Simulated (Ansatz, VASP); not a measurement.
# CsI: VASP beside Ansatz

```
CELL_PARAMETERS angstrom
4.47137 0.00000 0.00000
0.00000 4.47137 0.00000
0.00000 0.00000 4.47137
ATOMIC_POSITIONS crystal
Cs 0.00000 0.00000 0.00000
I 0.50000 0.50000 0.50000
```

Alike in both runs: task single point; functional PBE; k mesh 6 × 6 × 6; occupations gaussian, width 0.02 eV; no spin polarisation.

|  | VASP | Ansatz |
| --- | --- | --- |
| version | VASP 6.6.1 | Ansatz 0.2.0 |
| potentials or method | VASP PAW PBE potentials, release 64 (Cs_sv, I), cutoff 500 eV | scalar-relativistic, plane waves, PAW |
| valence electrons in the cell | 16 | 26 |

```tsv
	VASP	Ansatz	Ansatz less VASP
gap on the k mesh at the Fermi level (eV)	4.08	4.09	+0.018
least direct gap on the mesh (eV)	4.15	4.17	+0.014
pressure (GPa)	1.8	1.7	-0.06
```

With one functional, cell and mesh, what is left measures potentials, basis and numerics. VASP's potentials hold 16 valence electrons a cell and Ansatz's 26, so a difference there can come from the potentials and not from the codes.

Neither program's run includes spin-orbit coupling.
